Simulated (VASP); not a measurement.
# H (P6_3/mmc) in VASP: notebook, part 3 of 3

VASP 6.6.1. Earlier steps stand in the parts before.

**5. Single point, PBE, collinear spin**

INCAR

```
PREC = Accurate
ENCUT = 500
EDIFF = 1E-6
ISMEAR = 1
SIGMA = 0.27211386245988
LREAL = F
LASPH = T
NELM = 200
ALGO = Normal
ISIF = 2
LWAVE = F
LCHARG = T
ISPIN = 2
MAGMOM = 1.03 1.03
LORBIT = 11
GGA = PE
LELF = T
LVHAR = T
NBANDS = 12
GGA_COMPAT = F
```

KPOINTS

```
regular mesh
0
Gamma
  3 3 4
```

POSCAR

```
H
1.0
    5.1702470185      0.0000000000      0.0000000000
   -2.5851235093      4.4775652619      0.0000000000
    0.0000000000      0.0000000000      3.8495250000
H
2
Direct
    0.3333333333      0.6666666667      0.2500000000
    0.6666666667      0.3333333333      0.7500000000
```

On the command line:

```sh
> cat potpaw_PBE.64/H/POTCAR > POTCAR
> mpirun -np 1 vasp_std > vasp.out
```

It took 60 s on 1 thread of Intel Xeon 8259CL, shared host; peak memory 0.22 GiB.

Results (log left out):

- Free energy: -2.2224 eV
- Pressure: 0.1 GPa
- Band gap on the k mesh: 6.62 eV (least direct gap 7.32 eV)
- Net moment: 2.00 μB per cell
- Site moments: H +0.38 μB
- Valence electrons inside the program's atomic spheres: H 0.38

Levels at points of the mesh, in eV from the valence-band top:
Spin up:
| k point | band 1 | band 2 | band 3 | band 4 | band 5 | band 6 | band 7 |
| --- | --- | --- | --- | --- | --- | --- | --- |
| (0.00, 0.00, 0.00) | -1.42 | 0.00 | 8.21 | 10.04 | 10.04 | 11.15 | 11.15 |
| (0.00, 0.00, 0.50) | -0.48 | -0.48 | 8.24 | 8.24 | 12.24 | 12.24 | 12.24 |
Spin down:
```csv
k point,band 1,band 2,band 3
"(0.00, 0.00, 0.00)",10.29,16.75,16.75
"(0.00, 0.00, 0.50)",12.81,12.81,19.27
```

Caveat: the k points lie up to 0.47 Å⁻¹ apart; so wide a smearing shifts energies and pressures; the atoms stand far beyond bonding distance.

**6. Single point, PBEsol, collinear spin**

This run uses another cell than the first one, of 48.57 Å³/atom.

INCAR

```
ALGO     = Normal         # electronic algorithm
EDIFF    = 1E-6           # SCF threshold, eV
ENCUT    = 500            # plane-wave cutoff, eV
GGA      = PS             # functional
GGA_COMPAT= F            
ISIF     = 2              # what is computed and relaxed
ISMEAR   = 0              # smearing method
ISPIN    = 2              # spin polarisation
LASPH    = T              # aspherical terms in the spheres
LCHARG   = F              # write CHGCAR
LORBIT   = 11             # projections on sites
LREAL    = F              # projectors in reciprocal space
LWAVE    = F              # write WAVECAR
MAGMOM   = 1.03 1.03      # initial moments
NBANDS   = 12             # bands
NELM     = 200            # most SCF steps
PREC     = Accurate       # precision mode
SIGMA    = 0.1            # smearing width, eV
```

KPOINTS

```
k-points
0
Gamma
  3 3 4
```

POSCAR

```
H
1.0
    5.3209207694      0.0000000000      0.0000000000
   -2.6604603847      4.6080525578      0.0000000000
    0.0000000000      0.0000000000      3.9617096536
H
2
Direct
    0.3333333333      0.6666666667      0.2500000000
    0.6666666667      0.3333333333      0.7500000000
```

Potentials or basis: VASP PAW PBE potentials, release 64 (H).

On the command line:

```sh
> cat potpaw_PBE.64/H/POTCAR > POTCAR
> mpirun -np 1 vasp_std > vasp.out
```

OUTCAR:

```text
EDIFF = 1E-6
   ENCUT = 500
   GGA = PS
   ISIF = 2
   ISMEAR = 0
   ISPIN = 2
   LASPH = T
   LORBIT = 11
   LREAL = F
   NELM = 200
   PREC = Accurate

 ion  position               nearest neighbor table
   1  0.333  0.667  0.250-
   2  0.667  0.333  0.750-

  LATTYP: Found a hexagonal cell.
 ALAT       =     5.3209207694
 C/A-ratio  =     0.7445534007

  Lattice vectors:

 A1 = (   5.3209207694,   0.0000000000,   0.0000000000)
 A2 = (  -2.6604603847,   4.6080525578,   0.0000000000)
 A3 = (   0.0000000000,   0.0000000000,   3.9617096536)

Analysis of symmetry for initial positions (statically):
=====================================================================
 Subroutine PRICEL returns:
 Original cell was already a primitive cell.

 Routine SETGRP: Setting up the symmetry group for a
 hexagonal supercell.

 Subroutine GETGRP returns: Found 24 space group operations
 (whereof 12 operations were pure point group operations)
 out of a pool of 24 trial point group operations.

The static configuration has the point symmetry D_3d.
 The point group associated with its full space group is D_6h.

Analysis of symmetry for dynamics (positions and initial velocities):
=====================================================================
 Subroutine PRICEL returns:
 Original cell was already a primitive cell.

 Routine SETGRP: Setting up the symmetry group for a
 hexagonal supercell.

 Subroutine GETGRP returns: Found 24 space group operations
 (whereof 12 operations were pure point group operations)
 out of a pool of 24 trial point group operations.

The dynamic configuration has the point symmetry D_3d.
 The point group associated with its full space group is D_6h.

Analysis of structural, dynamic, and magnetic symmetry:
[... 166 lines left out ...]
     11      10.3026      0.00000
     12      12.3218      0.00000
[... 106 lines left out ...]
 k-point     9 :       0.3333    0.3333    0.5000
  band No.  band energies     occupation
      1      -6.7024      1.00000
      2      -6.7024      1.00000
      3       1.5743      0.00000
      4       1.5743      0.00000
      5       2.6431      0.00000
      6       2.6431      0.00000
      7       6.4701      0.00000
      8       6.4701      0.00000
      9       7.8220      0.00000
     10       7.8220      0.00000
     11       8.7758      0.00000
     12       8.7758      0.00000
 Fermi energy:        -5.9398529374

 spin component 2

 k-point     1 :       0.0000    0.0000    0.0000
  band No.  band energies     occupation
      1       4.3594      0.00000
      2      10.5453      0.00000
      3      10.5453      0.00000
      4      12.7687      0.00000
      5      13.5664      0.00000
      6      13.8674      0.00000
      7      13.8674      0.00000
      8      13.8985      0.00000
      9      16.7263      0.00000
     10      20.0435      0.00000
     11      20.2578      0.00000
     12      20.2579      0.00000
[... 106 lines left out ...]
 k-point     9 :       0.3333    0.3333    0.5000
  band No.  band energies     occupation
      1       7.3196      0.00000
      2       7.3196      0.00000
      3      10.6354      0.00000
      4      10.6354      0.00000
      5      11.5368      0.00000
      6      11.5368      0.00000
      7      16.9630      0.00000
      8      16.9630      0.00000
      9      18.2518      0.00000
     10      18.2518      0.00000
     11      18.3944      0.00000
     12      18.3944      0.00000

------------------------ aborting loop because EDIFF is reached ----------------------------------------

  FORCE on cell =-STRESS in cart. coord.  units (eV):
  Direction    XX          YY          ZZ          XY          YZ          ZX
  --------------------------------------------------------------------------------------
  -------------------------------------------------------------------------------------
  Total        0.0278046      0.0278046      0.0394619      0.0000000      0.0000000     -0.0000000
  in kB        0.4586062      0.4586062      0.6508805      0.0000000      0.0000000     -0.0000000
  external PRESSURE =       0.5226976 kB  Pullay stress =       0.0000000 kB

 VOLUME and BASIS-vectors are now :
 -----------------------------------------------------------------------------
  energy-cutoff  :      500.00
  volume of cell :       97.14
      direct lattice vectors                 reciprocal lattice vectors
     5.320920769  0.000000000  0.000000000     0.187937397  0.108505707  0.000000000
    -2.660460385  4.608052558  0.000000000     0.000000000  0.217011414  0.000000000
     0.000000000  0.000000000  3.961709654     0.000000000  0.000000000  0.252416277

 POSITION                                       TOTAL-FORCE (eV/Angst)
 -----------------------------------------------------------------------------------
     -0.00000      3.07204      0.99043        -0.000000      0.000000      0.000000
      2.66046      1.53602      2.97128         0.000000     -0.000000      0.000000
 -----------------------------------------------------------------------------------
    total drift:                               -0.000000      0.000000     -0.000000

  FREE ENERGIE OF THE ION-ELECTRON SYSTEM (eV)
  ---------------------------------------------------
  free  energy   TOTEN  =        -1.8827055624 eV

  energy  without entropy=       -1.8827055624  energy(sigma->0) =       -1.88270556

 total charge

# of ion       s       p       d       tot
------------------------------------------
    1        0.373   0.000   0.000   0.373
    2        0.373   0.000   0.000   0.373
--------------------------------------------------
tot          0.747   0.000   0.000   0.747

 magnetization (x)

# of ion       s       p       d       tot
------------------------------------------
    1        0.373   0.000   0.000   0.373
    2        0.373   0.000   0.000   0.373
--------------------------------------------------
tot          0.747   0.000   0.000   0.747
```

Wall time 62 s (1 thread of Intel Xeon 8259CL, shared host); peak memory 0.23 GiB.

What came out:

```yaml
Free_energy: -1.8827 eV
Pressure: 0.1 GPa
Band_gap_on_the_k_mesh: 6.63 eV (least direct gap 7.26 eV)
Net_moment: 2.00 μB per cell
Site_moments: H +0.37 μB
Valence_electrons_inside_the_program's_atomic_spheres: H 0.37
```

Caveat: the k points lie up to 0.45 Å⁻¹ apart; the atoms stand far beyond bonding distance; the PAW data sets were made with another functional, which shifts forces and pressure a little.

**7. Overview**

```csv
level,cell,smearing,gap on the mesh (eV),pressure (GPa),moment (μB)
PBE,"a = 5.170, b = 5.170, c = 3.850 Å, angles 90.0, 90.0, 120.0°, 2 atoms",gaussian 0.1 eV,6.61,0.1,2.00
PBE,"a = 5.170, b = 5.170, c = 3.850 Å, angles 90.0, 90.0, 120.0°, 2 atoms",tetrahedron,6.61,0.1,2.00
PBE,"a = 5.170, b = 5.170, c = 3.850 Å, angles 90.0, 90.0, 120.0°, 2 atoms",methfessel-paxton 0.272114 eV,6.62,0.1,2.00
PBEsol,"a = 5.321, b = 5.321, c = 3.962 Å, angles 90.0, 90.0, 120.0°, 2 atoms",gaussian 0.1 eV,6.63,0.1,2.00
```

Alike in all rows: task single point; potentials or basis VASP PAW PBE potentials, release 64 (H); spin collinear; k mesh 3 × 3 × 4; cutoff (eV) 500.

Caveats: all runs use coarse meshes; the atoms stand far beyond bonding distance; so wide a smearing shifts energies and pressures (at least some runs); the PAW data sets were made with another functional, which shifts forces and pressure a little (at least some runs).

Total energies depend on the potentials used, so only differences within one code and one set of settings carry meaning.
